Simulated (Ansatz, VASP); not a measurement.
**Two plane-wave programs on ZrB2**

INCAR

```
ALGO = Normal
EDIFF = 1E-7
ENCUT = 520
ISIF = 2
ISMEAR = 0
LASPH = True
LCHARG = True
LELF = True
LREAL = False
LVHAR = True
LWAVE = False
NBANDS = 16
NELM = 60
PREC = Accurate
SIGMA = 0.15
```

KPOINTS

```
k-points
0
Gamma
  15 15 12
```

Contents of POSCAR:

```
ZrB2
1.0
    3.1325412665      0.0000000000      0.0000000000
   -1.5662706333      2.7128603152      0.0000000000
    0.0000000000      0.0000000000      3.3726000000
Zr B
1 2
Direct
    0.0000000000      0.0000000000      0.0000000000
    0.3333333333      0.6666666667      0.5000000000
    0.6666666667      0.3333333333      0.5000000000
```

Input for Ansatz:

```yaml
crystal:
  lattice:
    - [3.1325412665, 0.0, 0.0]
    - [-1.5662706333, 2.7128603152, 0.0]
    - [0.0, 0.0, 3.3726]
  atoms:
    - { symbol: Zr, position: [0.0, 0.0, 0.0] }
    - { symbol: B, position: [0.3333333333, 0.6666666667, 0.5] }
    - { symbol: B, position: [0.6666666667, 0.3333333333, 0.5] }
basis:
  ecutwfc: 520.0
kpoints:
  mp_grid: { grid: [15, 15, 12] }
hamiltonian:
  xc: lda
  pseudopotentials: { kind: paw }
scf:
  occupations: { method: gaussian, width: 0.15 }
output:
  forces: true
  stress: true
  eigenvalues: true
  write_density: true
  write_potential: true
  elf: true
  volumetric_format: npy
```

Alike in both runs: task single point; functional LDA; k mesh 15 × 15 × 12; occupations gaussian, width 0.15 eV; no spin polarisation.

```csv
,VASP,Ansatz
version,VASP 6.6.1,Ansatz 0.2.0
potentials or method,"VASP PAW LDA potentials, release 64 (Zr_sv, B), cutoff 520 eV","scalar-relativistic, plane waves, PAW"
valence electrons in the cell,18,18
```

Ansatz gave:

- gap on the k mesh at the Fermi level (eV): none
- pressure (GPa): 9.2
- traceless stress, the component that is largest in VASP (GPa): 7.95

Task: What did VASP give for the same quantities?

Result: gap on the k mesh at the Fermi level (eV): none; pressure (GPa): 9.8; traceless stress, the component that is largest in VASP (GPa): 7.99.

LDA's correlation is that of Perdew and Zunger in VASP and of Perdew and Wang (1992) in Ansatz. A gap of «none» marks a metal or a gap that the smearing closes.
